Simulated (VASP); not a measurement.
# Ni (Fm-3m) in VASP: notebook

Ni is run at these levels: PBE; tasks: single point.

All numbers are computed with VASP 6.6.1; they aren't measurements. Logs are shortened: lines on timing, memory, paths and dates and some standing lists are left out, and cuts for length are marked.

### 1 The cell of the first run

Symmetry: Fm-3m, No. 225, cubic system. The conventional cell has a = 3.450 Å, b = 3.450 Å, c = 3.450 Å, α = 90.00°, β = 90.00°, γ = 90.00°. Ni (site symmetry m-3m) has 12 Ni at 2.44 Å within 3.2 Å.

### 2 Single point, PBE, collinear spin, antiferromagnetic start

INCAR

```
SYSTEM = Ni
ALGO     = Normal         ! electronic algorithm
EDIFF    = 1E-6           ! SCF threshold, eV
ENCUT    = 520            ! plane-wave cutoff, eV
GGA      = PE             ! functional
ISIF     = 2              ! what is computed and relaxed
ISMEAR   = 0              ! smearing method
ISPIN    = 2              ! spin polarisation
ISYM     = 0            
LASPH    = .TRUE.         ! aspherical terms in the spheres
LCHARG   = .TRUE.         ! write CHGCAR
LELF     = .TRUE.         ! ELF
LMAXMIX  = 4              ! l up to which the mixer works
LORBIT   = 11             ! projections on sites
LREAL    = .FALSE.        ! projectors in reciprocal space
LVHAR    = .TRUE.       
LWAVE    = .FALSE.        ! write WAVECAR
MAGMOM   = 2 -2           ! initial moments
NBANDS   = 21             ! bands
NELM     = 150            ! most SCF steps
PREC     = Accurate       ! precision mode
SIGMA    = 0.1            ! smearing width, eV
```

KPOINTS

```
k-points
0
G
  13 7 13
  0 0 0
```

POSCAR

```
Ni
1.0
    0.0000000000      1.7250000000      1.7250000000
    3.4500000000      0.0000000000      3.4500000000
    1.7250000000      1.7250000000      0.0000000000
Ni
2
Direct
    0.0000000000      0.0000000000      0.0000000000
    0.0000000000      0.5000000000      0.0000000000
```

Potentials or basis: VASP PAW PBE potentials, release 64 (Ni).

Command:

```bash
$ cat potpaw_PBE.64/Ni/POTCAR > POTCAR
$ mpirun -np 1 vasp_std > vasp.out
```

OUTCAR:

```text
SYSTEM = Ni
   EDIFF = 1E-6
   ENCUT = 520
   GGA = PE
   ISIF = 2
   ISMEAR = 0
   ISPIN = 2
   ISYM = 0
   LASPH = .TRUE.
   LORBIT = 11
   LREAL = .FALSE.
   NELM = 150
   PREC = Accurate

 ion  position               nearest neighbor table
   1  0.000  0.000  0.000-   2 2.44   2 2.44   2 2.44   2 2.44   2 2.44   2 2.44
   2  0.000  0.500  0.000-   1 2.44   1 2.44   1 2.44   1 2.44   1 2.44   1 2.44

IMPORTANT INFORMATION: All symmetrisations will be switched off!
NOSYMM: (Re-)initialisation of all symmetry stuff for point group C_1.

----------------------------------------------------------------------------------------

                                     Primitive cell

  volume of cell :      20.5318

  direct lattice vectors                    reciprocal lattice vectors
     0.000000000  1.725000000  1.725000000    -0.289855072  0.289855072  0.289855072
     3.450000000  0.000000000  3.450000000     0.144927536 -0.144927536  0.144927536
     1.725000000  1.725000000  0.000000000     0.289855072  0.289855072 -0.289855072

  length of vectors
     2.439518395  4.879036790  2.439518395     0.502043712  0.251021856  0.502043712

  position of ions in fractional coordinates (direct lattice)
     0.000000000  0.000000000  0.000000000
     0.000000000  0.500000000  0.000000000

  ion indices of the primitive-cell ions
   primitive index   ion index
                 1           1
                 2           2

----------------------------------------------------------------------------------------

 KPOINTS: k-points

Automatic generation of k-mesh.
 Grid dimensions read from file:
 generate k-points for:   13    7   13

 Generating k-lattice:

  Cartesian coordinates                     Fractional coordinates (reciprocal lattice)
    -0.022296544  0.022296544  0.022296544     0.076923077  0.000000000  0.000000000
     0.020703934 -0.020703934  0.020703934     0.000000000  0.142857143  0.000000000
     0.022296544  0.022296544 -0.022296544     0.000000000  0.000000000  0.076923077

  Length of vectors
     0.038618747  0.035860265  0.038618747

  Shift w.r.t. Gamma in fractional coordinates (k-lattice)
     0.000000000  0.000000000  0.000000000

 -----------------------------------------------------------------------------
|                                                                             |
|           W    W    AA    RRRRR   N    N  II  N    N   GGGG   !!!           |
|           W    W   A  A   R    R  NN   N  II  NN   N  G    G  !!!           |
|           W    W  A    A  R    R  N N  N  II  N N  N  G       !!!           |
|           W WW W  AAAAAA  RRRRR   N  N N  II  N  N N  G  GGG   !            |
|           WW  WW  A    A  R   R   N   NN  II  N   NN  G    G                |
|           W    W  A    A  R    R  N    N  II  N    N   GGGG   !!!           |
|                                                                             |
|     Your reciprocal lattice and k-lattice belong to different lattice       |
|     classes:                                                                |
|                                                                             |
|        The reciprocal lattice is rhombohedral (trigonal),                   |
|        whereas your k-lattice is base-centered monoclinic.                  |
|                                                                             |
|     Results are often still useful ...                                      |
|                                                                             |
 -----------------------------------------------------------------------------

 WARNING: IBZKPT: internal override: KBLOWUP is changed to .FALSE.
      ... skipping the blow-up phase ...

 Subroutine IBZKPT returns following result:
 ===========================================

 Found    592 irreducible k-points:

 Following reciprocal coordinates:
            Coordinates               Weight
  0.000000  0.000000  0.000000      1.000000
  0.076923  0.000000  0.000000      2.000000
  0.153846  0.000000  0.000000      2.000000
  0.230769  0.000000  0.000000      2.000000
  0.307692  0.000000  0.000000      2.000000
  0.384615  0.000000  0.000000      2.000000
[... 16 lines left out ...]
  0.153846  0.285714  0.000000      2.000000
  0.230769  0.285714  0.000000      2.000000
 [... further k-points ...]
   k-points           NKPTS =    592   k-points in BZ     NKDIM =    592   number of bands    NBANDS=     21
   number of dos      NEDOS =    301   number of ions     NIONS =      2
   total plane-waves  NPLWV =  11664
   dimension x,y,z NGX =    18 NGY =   36 NGZ =   18
   dimension x,y,z NGXF=    36 NGYF=   72 NGZF=   36
   ions per type =               2
   NGX,Y,Z   is equivalent  to a cutoff of  12.27, 12.27, 12.27 a.u.
   NGXF,Y,Z  is equivalent  to a cutoff of  24.53, 24.53, 24.53 a.u.
 SYSTEM =  Ni
   PREC   = accura    normal or accurate (medium, high low for compatibility)
   ISTART =      0    job   : 0-new  1-cont  2-samecut
   ICHARG =      2    charge: 1-file 2-atom 10-const
   ISPIN  =      2    spin polarized calculation?
   LNONCOLLINEAR =      F non collinear calculations
   LSORBIT =      F    spin-orbit coupling
   LASPH  =      T    aspherical Exc in radial PAW
   ENCUT  =  520.0 eV  38.22 Ry    6.18 a.u.   4.54  9.07  4.54*2*pi/ulx,y,z
   NELM   =    150;   NELMIN=  2; NELMDL= -5     # of ELM steps
   EDIFF  = 0.1E-05   stopping-criterion for ELM
   LREAL  =      F    real-space projection
   EDIFFG = 0.1E-04   stopping-criterion for IOM
   NSW    =      0    number of steps for IOM
   IBRION =     -1    ionic relax: 0-MD 1-quasi-New 2-CG
   NFREE  =      0    steps in history (QN), initial steepest desc. (CG)
   ISIF   =      2    stress and relaxation
   ISYM   =      0    0-nonsym 1-usesym 2-fastsym
   POTIM  = 0.5000    time-step for ionic-motion
   TEBEG  =    0.0;   TEEND  =   0.0 temperature during run
   PSTRESS=    0.0 pullay stress
   NELECT =      20.0000    total number of electrons
   NUPDOWN=      -1.0000    fix difference up-down
   EMIN   =  10.00;   EMAX   =-10.00  energy-range for DOS
   EFERMI =   0.00;   METHOD = LEGACY
   ISMEAR =     0;   SIGMA  =   0.10  broadening in eV -4-tet -1-fermi 0-gaus
   EFERMI_NEDOS =   21; number of points for ismear=-14 and -15
   IALGO  =     38    algorithm
   IMIX   =      4    mixing-type and parameters
     AMIX     =   0.40;   BMIX     =  1.00
     AMIX_MAG =   1.60;   BMIX_MAG =  1.00
  volume/ion in A,a.u.               =      10.27        69.28
  Fermi-wavevector in a.u.,A,eV,Ry     =   1.622840  3.066723 35.832440  2.633610
  Thomas-Fermi vector in A             =   2.716388
   LORBIT       =     11    0 simple, 1 ext, 2 COOP (PROOUT), +10 PAW based schemes
   GGA     = PE    functional components
   LHFCALC =     F    Hartree Fock is set to
   AEXX    =    0.0000 exact exchange contribution
   IVDW    =     0    specifies the selected vdW correction
   LEPSILON=     F    determine dielectric tensor
   LRPA    =     F    only Hartree local field effects (RPA)
 spin polarized calculation
 Gauss-broadening in eV      SIGMA  =   0.10
  energy-cutoff  :      520.00
  volume of cell :       20.53
 maximum number of plane-waves:       569
 NGX is ok and might be reduce to    18
   NGX =  9   NGY = 19   NGZ =  9

 number of electron      19.9999980 magnetization       0.0005035

 number of electron      19.9999980 magnetization      -0.0002408

 Free energy of the ion-electron system (eV)
  ---------------------------------------------------
  ext. energy  EPLUGINS =         0.00000000
  ---------------------------------------------------
  free energy    TOTEN  =       -10.80262184 eV

  energy without entropy =      -10.77272282  energy(sigma->0) =      -10.78767233

 E-fermi :  10.0605     XC(G=0): -13.6005

 val. band max:       10.0582820518   @ k =   0.0769   0.0000   0.3846
 cond. band min:      10.0606385297   @ k =  -0.1538   0.4286   0.1538
 fundamental gap:      0.0023564780
 Fermi energy:        10.0604633317

 spin component 1

 k-point     1 :       0.0000    0.0000    0.0000
  band No.  band energies     occupation
      1       0.7864      1.00000
      2       5.2872      1.00000
      3       7.8840      1.00000
      4       7.8845      1.00000
      5       8.0437      1.00000
      6       8.0983      1.00000
[... 13 lines left out ...]
     20      38.7601      0.00000
     21      38.8009      0.00000
[... 529 lines left out ...]
 k-point    24 :       0.2308    0.2857    0.0000
  band No.  band energies     occupation
      1       2.7750      1.00000
      2       6.2812      1.00000
      3       7.1587      1.00000
      4       7.3896      1.00000
      5       7.6912      1.00000
      6       8.4098      1.00000
[... 13 lines left out ...]
     20      35.8037      0.00000
     21      40.5574      0.00000

 [... further k-points ...]

 spin component 2

 k-point     1 :       0.0000    0.0000    0.0000
  band No.  band energies     occupation
      1       0.7864      1.00000
      2       5.2871      1.00000
      3       7.8839      1.00000
      4       7.8843      1.00000
      5       8.0436      1.00000
      6       8.0982      1.00000
[... 13 lines left out ...]
     20      38.7507      0.00000
     21      38.8013      0.00000
[... 529 lines left out ...]
 k-point    24 :       0.2308    0.2857    0.0000
  band No.  band energies     occupation
      1       2.7749      1.00000
      2       6.2811      1.00000
      3       7.1586      1.00000
      4       7.3895      1.00000
      5       7.6911      1.00000
      6       8.4097      1.00000
[... 13 lines left out ...]
     20      35.8037      0.00000
     21      40.5573      0.00000

 [... further k-points ...]

------------------------ aborting loop because EDIFF is reached ----------------------------------------

  FORCE on cell =-STRESS in cart. coord.  units (eV):
  Direction    XX          YY          ZZ          XY          YZ          ZX
  --------------------------------------------------------------------------------------
  -------------------------------------------------------------------------------------
  Total        1.5980725      1.5735685      1.5980718     -0.0439251     -0.0439238      0.0388757
  in kB      124.7038249    122.7916814    124.7037701     -3.4276495     -3.4275430      3.0336232
  external PRESSURE =     124.0664255 kB  Pullay stress =       0.0000000 kB

 VOLUME and BASIS-vectors are now :
 -----------------------------------------------------------------------------
  energy-cutoff  :      520.00
  volume of cell :       20.53
      direct lattice vectors                 reciprocal lattice vectors
     0.000000000  1.725000000  1.725000000    -0.289855072  0.289855072  0.289855072
     3.450000000  0.000000000  3.450000000     0.144927536 -0.144927536  0.144927536
     1.725000000  1.725000000  0.000000000     0.289855072  0.289855072 -0.289855072

 POSITION                                       TOTAL-FORCE (eV/Angst)
 -----------------------------------------------------------------------------------
      0.00000      0.00000      0.00000         0.000000      0.000000     -0.000000
      1.72500      0.00000      1.72500        -0.000000     -0.000000      0.000000
 -----------------------------------------------------------------------------------
    total drift:                                0.000000      0.000000     -0.000000

  FREE ENERGIE OF THE ION-ELECTRON SYSTEM (eV)
  ---------------------------------------------------
  free  energy   TOTEN  =       -10.8026218435 eV

  energy  without entropy=      -10.7727228179  energy(sigma->0) =      -10.78767233

 total charge

# of ion       s       p       d       tot
------------------------------------------
    1        0.520   0.547   8.354   9.421
    2        0.520   0.547   8.354   9.421
--------------------------------------------------
tot          1.040   1.095  16.707  18.842

 magnetization (x)

# of ion       s       p       d       tot
------------------------------------------
    1       -0.001   0.000   0.235   0.235
    2        0.001  -0.000  -0.236  -0.235
--------------------------------------------------
tot         -0.000   0.000  -0.000  -0.000
```

Run time: 17 min. Hardware: 1 thread of Intel Xeon 8259CL, shared host; peak memory 0.43 GiB.

Results:

```
Free energy                                           : -10.8026 eV
Pressure                                              : 12.4 GPa
Band gap on the k mesh                                : zero (filled and empty bands overlap)
Net moment                                            : 0.00 μB per cell
Site moments                                          : Ni +0.23, -0.23 μB
Valence electrons inside the program's atomic spheres : Ni 9.42
```

Caveat: the cell stands under pressure.

(Part 1 of 2 ends here.)
